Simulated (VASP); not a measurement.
# Si (Fd-3m) in VASP: vibrations by perturbation theory with PBE

Aim: the vibrations by perturbation theory of Si with PBE.

All numbers are computed with VASP 6.6.1; they aren't measurements. Logs are shortened: lines on timing, memory, paths and dates and some standing lists are left out, and cuts for length are marked.

**1. The cell of the first run**

The structure is cubic, space group Fd-3m (No. 227). Conventional cell: a = 5.430 Å, b = 5.430 Å, c = 5.430 Å, α = 90.00°, β = 90.00°, γ = 90.00°. Si (site symmetry -43m) has 4 Si at 2.35 Å within 3.1 Å.

**2. Vibrations by perturbation theory, PBE**

Contents of INCAR:

```
SYSTEM = Si
  PREC = Accurate
  ENCUT = 500
  EDIFF = 1E-8
  ISMEAR = 0
  SIGMA = 0.01
  LREAL = .False.
  LASPH = .True.
  NELM = 120
  ALGO = Normal
  ISIF = 2
  LWAVE = .False.
  LCHARG = .False.
  GGA = PE
  NBANDS = 26
  IBRION = 8
  NSW = 1
  GGA_COMPAT = .False.
```

Contents of KPOINTS:

```
regular mesh
0
Gamma
  2 2 2
  0 0 0
```

Contents of POSCAR:

```
Si
1.0
    5.4300000000      0.0000000000      0.0000000000
    0.0000000000      5.4300000000      0.0000000000
    0.0000000000      0.0000000000      5.4300000000
Si
8
Direct
    0.0000000000      0.0000000000      0.0000000000
    0.0000000000      0.5000000000      0.5000000000
    0.5000000000      0.0000000000      0.5000000000
    0.5000000000      0.5000000000      0.0000000000
    0.2500000000      0.2500000000      0.2500000000
    0.2500000000      0.7500000000      0.7500000000
    0.7500000000      0.2500000000      0.7500000000
    0.7500000000      0.7500000000      0.2500000000
```

Potentials or basis: VASP PAW PBE potentials, release 64 (Si).

Started as:

```sh
> cat potpaw_PBE.64/Si/POTCAR > POTCAR
> mpirun -np 1 vasp_std > vasp.out
```

OUTCAR:

```text
SYSTEM = Si
   PREC = Accurate
   ENCUT = 500
   EDIFF = 1E-8
   ISMEAR = 0
   LREAL = .False.
   LASPH = .True.
   NELM = 120
   ISIF = 2
   GGA = PE
   IBRION = 8
   NSW = 1

 ion  position               nearest neighbor table
   1  0.000  0.000  0.000-   5 2.35   6 2.35   7 2.35   8 2.35
   2  0.000  0.500  0.500-   5 2.35   6 2.35   7 2.35   8 2.35
   3  0.500  0.000  0.500-   5 2.35   6 2.35   7 2.35   8 2.35
   4  0.500  0.500  0.000-   5 2.35   6 2.35   7 2.35   8 2.35
   5  0.250  0.250  0.250-   1 2.35   2 2.35   3 2.35   4 2.35
   6  0.250  0.750  0.750-   1 2.35   2 2.35   3 2.35   4 2.35
   7  0.750  0.250  0.750-   1 2.35   2 2.35   3 2.35   4 2.35
   8  0.750  0.750  0.250-   1 2.35   2 2.35   3 2.35   4 2.35

  LATTYP: Found a simple cubic cell.
 ALAT       =     5.4300000000

  Lattice vectors:

 A1 = (   5.4300000000,   0.0000000000,   0.0000000000)
 A2 = (   0.0000000000,   5.4300000000,   0.0000000000)
 A3 = (   0.0000000000,   0.0000000000,   5.4300000000)

Analysis of symmetry for initial positions (statically):
=====================================================================
 Subroutine PRICEL returns following result:

  LATTYP: Found a face centered cubic cell.
 ALAT       =     5.4300000000

  Lattice vectors:

 A1 = (   2.7150000000,  -2.7150000000,   0.0000000000)
 A2 = (   2.7150000000,   0.0000000000,   2.7150000000)
 A3 = (   0.0000000000,  -2.7150000000,   2.7150000000)

   4 primitive cells build up your supercell.

 Routine SETGRP: Setting up the symmetry group for a
 simple cubic supercell.

 Subroutine GETGRP returns: Found 48 space group operations
 (whereof 24 operations were pure point group operations)
 out of a pool of 48 trial point group operations.

The static configuration has the point symmetry T_d .
 The point group associated with its full space group is O_h .

Analysis of symmetry for dynamics (positions and initial velocities):
=====================================================================
 Subroutine PRICEL returns following result:

  LATTYP: Found a face centered cubic cell.
 ALAT       =     5.4300000000

  Lattice vectors:

 A1 = (   2.7150000000,  -2.7150000000,   0.0000000000)
[... 290 lines left out ...]
      2.71500      2.71500      0.00000         0.000000     -0.000000      0.000000
      1.35750      1.35750      1.35750        -0.000000      0.000000     -0.000000
      1.35750      4.07250      4.07250        -0.000000      0.000000     -0.000000
      4.07250      1.35750      4.07250        -0.000000     -0.000000     -0.000000
      4.07250      4.07250      1.35750        -0.000000      0.000000     -0.000000
 -----------------------------------------------------------------------------------
    total drift:                                0.000000     -0.000000     -0.000000

  FREE ENERGIE OF THE ION-ELECTRON SYSTEM (eV)
  ---------------------------------------------------
  free  energy   TOTEN  =       -42.5248783888 eV

  energy  without entropy=      -42.5248783888  energy(sigma->0) =      -42.52487839

[... ionic steps 2 to 3 ...]

--------------------------------------- Ionic step        4  -------------------------------------------

 Free energy of the ion-electron system (eV)
  ---------------------------------------------------
  ---------------------------------------------------
  free energy    TOTEN  =        -0.02181671 eV

  energy without entropy =       -0.02181671

------------------------ aborting loop because EDIFF is reached ----------------------------------------

 INTERNAL STRAIN TENSOR  FOR ION    1  DIRECTION 1   (eV/Angst):
 -----------------------------------------------------------------------------
    -0.00149  0.00000  0.00000
     0.00000  0.00074  9.88306
     0.00000  9.88306  0.00074

 INTERNAL STRAIN TENSOR FOR ION    8 for displacements in x,y,z  (eV/Angst):
          X           Y           Z          XY          YZ          ZX
  --------------------------------------------------------------------------------
  x     0.00000     0.00000     0.00000     0.00000    -9.88306     0.00000
  y    -0.00000     0.00000    -0.00000     0.00000     0.00000    -9.88306
  z    -0.00000    -0.00000     0.00000    -9.88306     0.00000     0.00000

 SECOND DERIVATIVES (NOT SYMMETRIZED)
 ------------------------------------
               1X          1Y          1Z          2X          2Y          2Z          3X          3Y          3Z          4X          4Y          4Z          5X          5Y          5Z          6X          6Y          6Z          7X          7Y          7Z          8X          8Y          8Z
  1X   -13.782481    0.000000    0.000000   -2.024233   -0.000000   -0.000000    0.614959    0.000000    0.000000    0.614959   -0.000000   -0.000000    3.644199    2.570322    2.570322    3.644199   -2.570322   -2.570322    3.644199   -2.570322    2.570322    3.644199    2.570322   -2.570322
  1Y    -0.000000  -13.782481    0.000000   -0.000000    0.614959    0.000000   -0.000000   -2.024233   -0.000000    0.000000    0.614959   -0.000000    2.570322    3.644199    2.570322   -2.570322    3.644199    2.570322   -2.570322    3.644199   -2.570322    2.570322    3.644199   -2.570322
  1Z     0.000000    0.000000  -13.782481   -0.000000    0.000000    0.614959   -0.000000    0.000000    0.614959   -0.000000    0.000000   -2.024233    2.570322    2.570322    3.644199   -2.570322    2.570322    3.644199    2.570322   -2.570322    3.644199   -2.570322   -2.570322    3.644199
  2X    -2.024233   -0.000000   -0.000000  -13.782481    0.000000    0.000000    0.614959   -0.000000   -0.000000    0.614959    0.000000    0.000000    3.644199   -2.570322   -2.570322    3.644199    2.570322    2.570322    3.644199    2.570322   -2.570322    3.644199   -2.570322    2.570322
  2Y    -0.000000    0.614959    0.000000   -0.000000  -13.782481    0.000000    0.000000    0.614959   -0.000000   -0.000000   -2.024233   -0.000000   -2.570322    3.644199    2.570322    2.570322    3.644199    2.570322    2.570322    3.644199   -2.570322   -2.570322    3.644199   -2.570322
  2Z    -0.000000    0.000000    0.614959    0.000000    0.000000  -13.782481   -0.000000    0.000000   -2.024233   -0.000000    0.000000    0.614959   -2.570322    2.570322    3.644199    2.570322    2.570322    3.644199   -2.570322   -2.570322    3.644199    2.570322   -2.570322    3.644199
  3X     0.614959    0.000000    0.000000    0.614959   -0.000000   -0.000000  -13.782481    0.000000    0.000000   -2.024233   -0.000000   -0.000000    3.644199   -2.570322    2.570322    3.644199    2.570322   -2.570322    3.644199    2.570322    2.570322    3.644199   -2.570322   -2.570322
  3Y    -0.000000   -2.024233   -0.000000    0.000000    0.614959   -0.000000   -0.000000  -13.782481    0.000000   -0.000000    0.614959    0.000000   -2.570322    3.644199   -2.570322    2.570322    3.644199   -2.570322    2.570322    3.644199    2.570322   -2.570322    3.644199    2.570322
  3Z    -0.000000    0.000000    0.614959   -0.000000    0.000000   -2.024233    0.000000    0.000000  -13.782481   -0.000000    0.000000    0.614959    2.570322   -2.570322    3.644199   -2.570322   -2.570322    3.644199    2.570322    2.570322    3.644199   -2.570322    2.570322    3.644199
  4X     0.614959   -0.000000   -0.000000    0.614959    0.000000    0.000000   -2.024233   -0.000000   -0.000000  -13.782481    0.000000    0.000000    3.644199    2.570322   -2.570322    3.644199   -2.570322    2.570322    3.644199   -2.570322   -2.570322    3.644199    2.570322    2.570322
  4Y     0.000000    0.614959   -0.000000   -0.000000   -2.024233   -0.000000   -0.000000    0.614959    0.000000   -0.000000  -13.782481    0.000000    2.570322    3.644199   -2.570322   -2.570322    3.644199   -2.570322   -2.570322    3.644199    2.570322    2.570322    3.644199    2.570322
  4Z    -0.000000    0.000000   -2.024233   -0.000000    0.000000    0.614959   -0.000000    0.000000    0.614959    0.000000    0.000000  -13.782481   -2.570322   -2.570322    3.644199    2.570322   -2.570322    3.644199   -2.570322    2.570322    3.644199    2.570322    2.570322    3.644199
  5X     3.644199    2.570322    2.570322    3.644199   -2.570322   -2.570322    3.644199   -2.570322    2.570322    3.644199    2.570322   -2.570322  -13.782481    0.000000    0.000000   -2.024233   -0.000000   -0.000000    0.614959    0.000000    0.000000    0.614959   -0.000000   -0.000000
  5Y     2.570322    3.644199    2.570322   -2.570322    3.644199    2.570322   -2.570322    3.644199   -2.570322    2.570322    3.644199   -2.570322   -0.000000  -13.782481    0.000000   -0.000000    0.614959    0.000000   -0.000000   -2.024233   -0.000000    0.000000    0.614959   -0.000000
  5Z     2.570322    2.570322    3.644199   -2.570322    2.570322    3.644199    2.570322   -2.570322    3.644199   -2.570322   -2.570322    3.644199    0.000000    0.000000  -13.782481   -0.000000    0.000000    0.614959   -0.000000    0.000000    0.614959   -0.000000    0.000000   -2.024233
  6X     3.644199   -2.570322   -2.570322    3.644199    2.570322    2.570322    3.644199    2.570322   -2.570322    3.644199   -2.570322    2.570322   -2.024233   -0.000000   -0.000000  -13.782481    0.000000    0.000000    0.614959   -0.000000   -0.000000    0.614959    0.000000    0.000000
  6Y    -2.570322    3.644199    2.570322    2.570322    3.644199    2.570322    2.570322    3.644199   -2.570322   -2.570322    3.644199   -2.570322   -0.000000    0.614959    0.000000   -0.000000  -13.782481    0.000000    0.000000    0.614959   -0.000000   -0.000000   -2.024233   -0.000000
  6Z    -2.570322    2.570322    3.644199    2.570322    2.570322    3.644199   -2.570322   -2.570322    3.644199    2.570322   -2.570322    3.644199   -0.000000    0.000000    0.614959    0.000000    0.000000  -13.782481   -0.000000    0.000000   -2.024233   -0.000000    0.000000    0.614959
  7X     3.644199   -2.570322    2.570322    3.644199    2.570322   -2.570322    3.644199    2.570322    2.570322    3.644199   -2.570322   -2.570322    0.614959    0.000000    0.000000    0.614959   -0.000000   -0.000000  -13.782481    0.000000    0.000000   -2.024233   -0.000000   -0.000000
  7Y    -2.570322    3.644199   -2.570322    2.570322    3.644199   -2.570322    2.570322    3.644199    2.570322   -2.570322    3.644199    2.570322   -0.000000   -2.024233   -0.000000    0.000000    0.614959   -0.000000   -0.000000  -13.782481    0.000000   -0.000000    0.614959    0.000000
  7Z     2.570322   -2.570322    3.644199   -2.570322   -2.570322    3.644199    2.570322    2.570322    3.644199   -2.570322    2.570322    3.644199   -0.000000    0.000000    0.614959   -0.000000    0.000000   -2.024233    0.000000    0.000000  -13.782481   -0.000000    0.000000    0.614959
  8X     3.644199    2.570322   -2.570322    3.644199   -2.570322    2.570322    3.644199   -2.570322   -2.570322    3.644199    2.570322    2.570322    0.614959   -0.000000   -0.000000    0.614959    0.000000    0.000000   -2.024233   -0.000000   -0.000000  -13.782481    0.000000    0.000000
  8Y     2.570322    3.644199   -2.570322   -2.570322    3.644199   -2.570322   -2.570322    3.644199    2.570322    2.570322    3.644199    2.570322    0.000000    0.614959   -0.000000   -0.000000   -2.024233   -0.000000   -0.000000    0.614959    0.000000   -0.000000  -13.782481    0.000000
  8Z    -2.570322   -2.570322    3.644199    2.570322   -2.570322    3.644199   -2.570322    2.570322    3.644199    2.570322    2.570322    3.644199   -0.000000    0.000000   -2.024233   -0.000000    0.000000    0.614959   -0.000000    0.000000    0.614959    0.000000    0.000000  -13.782481

 Eigenvectors and eigenvalues of the dynamical matrix
 ----------------------------------------------------

   1 f  =   15.927938 THz   100.078186 2PiTHz  531.298822 cm-1    65.872629 meV
             X         Y         Z           dx          dy          dz
      0.000000  0.000000  0.000000     0.089231    0.342108    0.000000
      0.000000  2.715000  2.715000     0.089231    0.342108   -0.000000
      2.715000  0.000000  2.715000     0.089231    0.342108   -0.000000
      2.715000  2.715000  0.000000     0.089231    0.342108    0.000000
      1.357500  1.357500  1.357500    -0.089231   -0.342108    0.000000
      1.357500  4.072500  4.072500    -0.089231   -0.342108    0.000000
      4.072500  1.357500  4.072500    -0.089231   -0.342108   -0.000000
      4.072500  4.072500  1.357500    -0.089231   -0.342108    0.000000
[... 243 lines left out ...]
  24 f/i=    0.000001 THz     0.000005 2PiTHz    0.000027 cm-1     0.000003 meV
             X         Y         Z           dx          dy          dz
      0.000000  0.000000  0.000000    -0.322960    0.073280   -0.123801
      0.000000  2.715000  2.715000    -0.322960    0.073280   -0.123801
      2.715000  0.000000  2.715000    -0.322960    0.073280   -0.123801
      2.715000  2.715000  0.000000    -0.322960    0.073280   -0.123801
      1.357500  1.357500  1.357500    -0.322960    0.073280   -0.123801
      1.357500  4.072500  4.072500    -0.322960    0.073280   -0.123801
      4.072500  1.357500  4.072500    -0.322960    0.073280   -0.123801
      4.072500  4.072500  1.357500    -0.322960    0.073280   -0.123801

--------------------------------------------------------------------------------------------------------

 ELASTIC MODULI CONTR FROM IONIC RELAXATION (kBar)
 Direction    XX          YY          ZZ          XY          YZ          ZX
 --------------------------------------------------------------------------------
 XX          -0.0000     -0.0000     -0.0000     -0.0000      0.0000     -0.0000
 YY          -0.0000     -0.0000     -0.0000     -0.0000      0.0000     -0.0000
 ZZ          -0.0000     -0.0000     -0.0000     -0.0000      0.0000     -0.0000
 XY          -0.0000     -0.0000      0.0000   -268.2203      0.0000     -0.0000
 YZ           0.0000      0.0000      0.0000     -0.0000   -268.2203      0.0000
 ZX          -0.0000     -0.0000     -0.0000      0.0000     -0.0000   -268.2203
 --------------------------------------------------------------------------------
```

Wall time 2.3 min (1 thread of Intel Xeon 8259CL, shared host); peak memory 0.28 GiB.

Results:

| Property | Result |
| --- | --- |
| Highest phonon frequency at Γ | 531 cm⁻¹ |

Phonon frequencies in cm⁻¹ (negative: imaginary):
| q point | frequencies |
| --- | --- |
| (0.000, 0.000, 0.000) | 0 0 0 120 120 120 120 120 120 406 406 406 406 406 406 462 462 462 462 462 462 531 531 531 |

Caveat: the k points lie up to 0.58 Å⁻¹ apart; the cell stands under pressure or tension, which shifts response properties.
